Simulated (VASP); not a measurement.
# Sr3Zn2As4 (C2/m) in VASP: relaxation of cell and atoms with PBE+U

Aim: the relaxation of cell and atoms of Sr3Zn2As4 with PBE+U.

Everything below comes from runs of VASP 6.6.1. Logs are shortened: lines on timing, memory, paths and dates and some standing lists are left out, and cuts for length are marked.

## Step 1: The cell of the first run

The structure is monoclinic, space group C2/m (No. 12). The conventional cell has a = 16.463 Å, b = 4.377 Å, c = 7.032 Å, α = 90.00°, β = 113.15°, γ = 90.00°. Within 4.7 Å of Sr (site symmetry m) lie 8 As at 3.25 to 3.83 Å and 3 Zn at 3.35 to 3.44 Å and 7 Sr at 3.84 to 4.64 Å. Within 4.1 Å of Sr (site symmetry 2/m) lie 6 As at 3.13 to 3.20 Å and 4 Zn at 3.66 Å and 2 Sr at 3.84 Å. Within 3.5 Å of Zn (site symmetry m) lie 4 As at 2.52 to 2.61 Å and 2 Zn at 3.27 Å and 3 Sr at 3.35 to 3.44 Å. As (site symmetry m) has 3 Zn at 2.52 to 2.55 Å and 3 Sr at 3.13 to 3.25 Å within 3.3 Å. Within 3.4 Å of As (site symmetry m) lie 1 As at 2.41 Å and 1 Zn at 2.61 Å and 6 Sr at 3.20 to 3.35 Å.

## Step 2: Relaxation of cell and atoms, PBE+U

INCAR

```
SYSTEM = Sr3Zn2As4
ALGO = Normal
EDIFF = 1E-7
EDIFFG = -0.03
ENCUT = 500
GGA = PE
GGA_COMPAT = .False.
IBRION = 2
ISIF = 3
ISMEAR = -1
LASPH = .True.
LCHARG = .False.
LDAU = .True.
LDAUJ = 0 0 0
LDAUL = -1 -1 1
LDAUPRINT = 1
LDAUTYPE = 2
LDAUU = 0 0 3.38
LREAL = .False.
LWAVE = .False.
NELM = 200
NELMIN = 4
NSW = 100
PREC = Accurate
SIGMA = 0.1
```

KPOINTS

```
k-points
0
Gamma
  4 4 4
  0 0 0
```

POSCAR

```
Sr3Zn2As4
1.0
    0.0000000000      4.3768400000      0.0000000000
    8.2316360000     -2.1884200000      0.0000000000
    2.7641480000      0.0000000000     -6.4657660000
Sr Zn As
3 2 4
Direct
    0.1437000000      0.2874000000      0.4185600000
    0.8563000000      0.7126000000      0.5814400000
    0.0000000000      0.0000000000      0.0000000000
    0.3283800000      0.6567600000      0.9634100000
    0.6716200000      0.3432400000      0.0365900000
    0.2063800000      0.4127600000      0.8326700000
    0.7936200000      0.5872400000      0.1673300000
    0.4889500000      0.9779000000      0.6797200000
    0.5110500000      0.0221000000      0.3202800000
```

Potentials or basis: VASP PAW PBE potentials, release 64 (Sr_sv, Zn, As).

Started as:

```console
> cat potpaw_PBE.64/Sr_sv/POTCAR potpaw_PBE.64/Zn/POTCAR potpaw_PBE.64/As/POTCAR > POTCAR
> mpirun -np 1 vasp_std > vasp.out
```

OUTCAR:

```text
SYSTEM = Sr3Zn2As4
   EDIFF = 1E-7
   EDIFFG = -0.03
   ENCUT = 500
   GGA = PE
   IBRION = 2
   ISIF = 3
   ISMEAR = -1
   LASPH = .True.
   LREAL = .False.
   NELM = 200
   NELMIN = 4
   NSW = 100
   PREC = Accurate

 ion  position               nearest neighbor table
   1  0.144  0.287  0.419-   7 3.25   7 3.25   8 3.31   8 3.31   9 3.35   9 3.35   5 3.35   5 3.35
                             4 3.44   6 3.45   6 3.83   3 3.84   2 4.41   3 4.44   2 4.64   2 4.64
   2  0.856  0.713  0.581-   6 3.25   6 3.25   9 3.31   9 3.31   8 3.35   8 3.35   4 3.35   4 3.35
                             5 3.44   7 3.45   7 3.83   3 3.84   1 4.41   3 4.44   1 4.64   1 4.64
   3  0.000  0.000  0.000-   6 3.13   7 3.13   9 3.20   8 3.20   9 3.20   8 3.20   4 3.66   5 3.66
                             4 3.66   5 3.66   2 3.84   1 3.84   2 4.44   1 4.44
   4  0.328  0.657  0.963-   6 2.52   7 2.55   7 2.55   8 2.61   2 3.35   2 3.35   1 3.44   3 3.66
                             3 3.66
   5  0.672  0.343  0.037-   7 2.52   6 2.55   6 2.55   9 2.61   1 3.35   1 3.35   2 3.44   3 3.66
                             3 3.66
   6  0.206  0.413  0.833-   4 2.52   5 2.55   5 2.55   3 3.13   2 3.25   2 3.25   1 3.45   1 3.83

   7  0.794  0.587  0.167-   5 2.52   4 2.55   4 2.55   3 3.13   1 3.25   1 3.25   2 3.45   2 3.83

   8  0.489  0.978  0.680-   9 2.41   4 2.61   3 3.20   3 3.20   1 3.31   1 3.31   2 3.35   2 3.35

   9  0.511  0.022  0.320-   8 2.41   5 2.61   3 3.20   3 3.20   2 3.31   2 3.31   1 3.35   1 3.35

  LATTYP: Found a base centered monoclinic cell.
 ALAT       =    16.4632720000
 B/A-ratio  =     0.2658548070
 C/A-ratio  =     0.4271223109
 COS(beta)  =    -0.3930908018

  Lattice vectors:

 A1 = (  -8.2316360000,  -2.1884200000,   0.0000000000)
 A2 = (  -8.2316360000,   2.1884200000,   0.0000000000)
 A3 = (   2.7641480000,   0.0000000000,  -6.4657660000)

Analysis of symmetry for initial positions (statically):
=====================================================================
 Subroutine PRICEL returns:
 Original cell was already a primitive cell.

 Routine SETGRP: Setting up the symmetry group for a
 base centered monoclinic supercell.

 Subroutine GETGRP returns: Found  4 space group operations
 (whereof  4 operations were pure point group operations)
 out of a pool of  4 trial point group operations.

The static configuration has the point symmetry C_2h.

Analysis of symmetry for dynamics (positions and initial velocities):
=====================================================================
 Subroutine PRICEL returns:
 Original cell was already a primitive cell.

 Routine SETGRP: Setting up the symmetry group for a
 base centered monoclinic supercell.

 Subroutine GETGRP returns: Found  4 space group operations
[... 127 lines left out ...]
   NELECT =      74.0000    total number of electrons
   NUPDOWN=      -1.0000    fix difference up-down
   EMIN   =  10.00;   EMAX   =-10.00  energy-range for DOS
   EFERMI =   0.00;   METHOD = LEGACY
   ISMEAR =    -1;   SIGMA  =   0.10  broadening in eV -4-tet -1-fermi 0-gaus
   EFERMI_NEDOS =   21; number of points for ismear=-14 and -15
   IALGO  =     38    algorithm
   IMIX   =      4    mixing-type and parameters
     AMIX     =   0.40;   BMIX     =  1.00
     AMIX_MAG =   1.60;   BMIX_MAG =  1.00
  volume/ion in A,a.u.               =      25.88       174.67
  Fermi-wavevector in a.u.,A,eV,Ry     =   1.117026  2.110872 16.976618  1.247746
  Thomas-Fermi vector in A             =   2.253645
   LORBIT       =      0    0 simple, 1 ext, 2 COOP (PROOUT), +10 PAW based schemes
 LDA+U is selected, type is set to LDAUTYPE =  2
   angular momentum for each species LDAUL =    -1   -1    1
   U (eV)           for each species LDAUU =   0.0  0.0  3.4
   J (eV)           for each species LDAUJ =   0.0  0.0  0.0
   GGA     = PE    functional components
   LHFCALC =     F    Hartree Fock is set to
   AEXX    =    0.0000 exact exchange contribution
   IVDW    =     0    specifies the selected vdW correction
   LEPSILON=     F    determine dielectric tensor
   LRPA    =     F    only Hartree local field effects (RPA)
 conjugate gradient relaxation of ions
 non-spin polarized calculation
  energy-cutoff  :      500.00
  volume of cell :      232.95
 maximum number of plane-waves:      5942
   NGX = 15   NGY = 31   NGZ = 25

--------------------------------------- Ionic step        1  -------------------------------------------

 number of electron      74.0000002 magnetization

 Free energy of the ion-electron system (eV)
  ---------------------------------------------------
  ext. energy  EPLUGINS =         0.00000000
  ---------------------------------------------------
  free energy    TOTEN  =       -25.53240602 eV

  energy without entropy =      -25.49810194  energy(sigma->0) =      -25.51525398

------------------------ aborting loop because EDIFF is reached ----------------------------------------

  FORCE on cell =-STRESS in cart. coord.  units (eV):
  Direction    XX          YY          ZZ          XY          YZ          ZX
  --------------------------------------------------------------------------------------
  -------------------------------------------------------------------------------------
  Total        1.7793762      1.9010352      4.2355887      0.0000000      0.0000000     -0.7101902
  in kB       12.2380310     13.0747663     29.1311446      0.0000000      0.0000000     -4.8844813
  external PRESSURE =      18.1479806 kB  Pullay stress =       0.0000000 kB
[... 110 lines left out ...]
  FREE ENERGIE OF THE ION-ELECTRON SYSTEM (eV)
  ---------------------------------------------------
  free  energy   TOTEN  =       -25.7178950300 eV

  energy  without entropy=      -25.6763864158  energy(sigma->0) =      -25.69714072

[... ionic steps 4 to 11 ...]

--------------------------------------- Ionic step       12  -------------------------------------------

 number of electron      74.0000013 magnetization

------------------------ aborting loop because EDIFF is reached ----------------------------------------
[... 81 lines left out ...]
--------------------------------------- Ionic step       14  -------------------------------------------

 number of electron      74.0000005 magnetization

 Free energy of the ion-electron system (eV)
  ---------------------------------------------------
  ext. energy  EPLUGINS =         0.00000000
  ---------------------------------------------------
  free energy    TOTEN  =       -25.81114475 eV

  energy without entropy =      -25.77188146  energy(sigma->0) =      -25.79151311

 E-fermi :   3.2720     XC(G=0):  -9.3193

 val. band max:        3.2387109468   @ k =   0.0000   0.2500   0.2500
 cond. band min:       3.3495769756   @ k =   0.0000   0.0000   0.5000
 fundamental gap:      0.1108660288
 Fermi energy:         3.2720254467

 k-point     1 :       0.0000    0.0000    0.0000
  band No.  band energies     occupation
      1     -32.2739      2.00000
      2     -32.2699      2.00000
      3     -31.9862      2.00000
      4     -14.3951      2.00000
      5     -14.3928      2.00000
      6     -14.3323      2.00000
[... 1153 lines left out ...]
  FREE ENERGIE OF THE ION-ELECTRON SYSTEM (eV)
  ---------------------------------------------------
  free  energy   TOTEN  =       -25.8111447493 eV

  energy  without entropy=      -25.7718814612  energy(sigma->0) =      -25.79151311

 reached required accuracy - stopping structural energy minimisation
```

CONTCAR:

```text
Sr3Zn2As4
   1.00000000000000
     0.0000000000000000    4.3988325398886374    0.0000000000000000
     8.1631163993681550   -2.1994162699443187    0.0253346612748662
     2.7200291553235871    0.0000000000000000   -6.5342582162516960
  Sr              Zn              As
     3     2     4
Direct
     0.1424934135364370    0.2849868270728669    0.4138069385804775
     0.8575065864635629    0.7150131729271332    0.5861930614195222
     0.0000000000000000    0.0000000000000000    0.0000000000000000
     0.3293947631317167    0.6587895262634264    0.9682282615473405
     0.6706052368682828    0.3412104737365733    0.0317717384526594
     0.2064425205781139    0.4128850411562207    0.8108607451526642
     0.7935574794218860    0.5871149588437791    0.1891392548473357
     0.4936913982757092    0.9873827965514113    0.6875984299956316
     0.5063086017242909    0.0126172034485888    0.3124015700043685

  0.00000000E+00  0.00000000E+00  0.00000000E+00
  0.00000000E+00  0.00000000E+00  0.00000000E+00
  0.00000000E+00  0.00000000E+00  0.00000000E+00
  0.00000000E+00  0.00000000E+00  0.00000000E+00
  0.00000000E+00  0.00000000E+00  0.00000000E+00
  0.00000000E+00  0.00000000E+00  0.00000000E+00
  0.00000000E+00  0.00000000E+00  0.00000000E+00
  0.00000000E+00  0.00000000E+00  0.00000000E+00
  0.00000000E+00  0.00000000E+00  0.00000000E+00
```

It took 37 min on 1 thread of Intel Xeon Platinum 8488C (Sapphire Rapids), shared host; peak memory 0.47 GiB.

Results:

```
Free energy                           : -25.8111 eV
Relaxed volume                        : 26.10 Å³/atom
Relaxed cell                          : a = 4.399 Å, b = 8.454 Å, c = 7.078 Å, α = 68.39°, β = 90.00°, γ = 105.08°
Space group after relaxing (to 0.1 Å) : C2/m (No. 12)
Energy gained by relaxing             : 31.0 meV/atom
Ionic steps                           : 14
Pressure after relaxing               : 0.0 GPa
Largest force after relaxing          : 0.016 eV/Å
Band gap on the k mesh                : 0.11 eV (least direct gap 0.35 eV)
```

Forces in eV/Å, atoms in the order of the input:
```
Sr  -0.009  0.000  0.005
Sr   0.009  0.000 -0.005
Sr   0.000  0.000  0.000
Zn   0.009  0.000  0.000
Zn  -0.009  0.000  0.000
As  -0.013  0.000  0.009
As   0.013  0.000 -0.009
As   0.001  0.000  0.002
As  -0.001  0.000 -0.002
```

Step by step:
| step | energy change (eV) | largest force (eV/Å) | pressure (GPa) | volume (Å³) |
| --- | --- | --- | --- | --- |
| 1 | 0.0000 | 1.3809 | 1.81 | 232.95 |
| 2 | -0.1853 | 0.4347 | -0.80 | 242.96 |
| 3 | -0.1855 | 0.4474 | -0.73 | 242.64 |
| 4 | -0.2242 | 0.3596 | -0.34 | 239.50 |
| 5 | -0.2542 | 0.2431 | 0.59 | 233.04 |
| 6 | -0.2712 | 0.1124 | 0.02 | 234.84 |
| 7 | -0.2712 | 0.1139 | -0.01 | 234.96 |
| 8 | -0.2747 | 0.0788 | 0.03 | 234.92 |
| 9 | -0.2757 | 0.0823 | 0.07 | 234.88 |
| 10 | -0.2773 | 0.0333 | -0.06 | 235.46 |
| 11 | -0.2775 | 0.0327 | -0.11 | 235.73 |
| 12 | -0.2782 | 0.0303 | 0.03 | 234.95 |
| 13 | -0.2782 | 0.0316 | 0.06 | 234.84 |
| 14 | -0.2787 | 0.0159 | 0.02 | 234.94 |

Final structure:
```
Sr Zn As
1.0
     0.00000    4.39883    0.00000
     8.16312   -2.19942    0.02533
     2.72003    0.00000   -6.53426
Sr Zn As
3 2 4
Direct
  0.14249 0.28499 0.41381
  0.85751 0.71501 0.58619
  0.00000 0.00000 0.00000
  0.32939 0.65879 0.96823
  0.67061 0.34121 0.03177
  0.20644 0.41289 0.81086
  0.79356 0.58712 0.18914
  0.49369 0.98738 0.68760
  0.50631 0.01262 0.31240
```

Caveat: the U is typed as a test and isn't derived for this compound. A k mesh can miss the band edges.
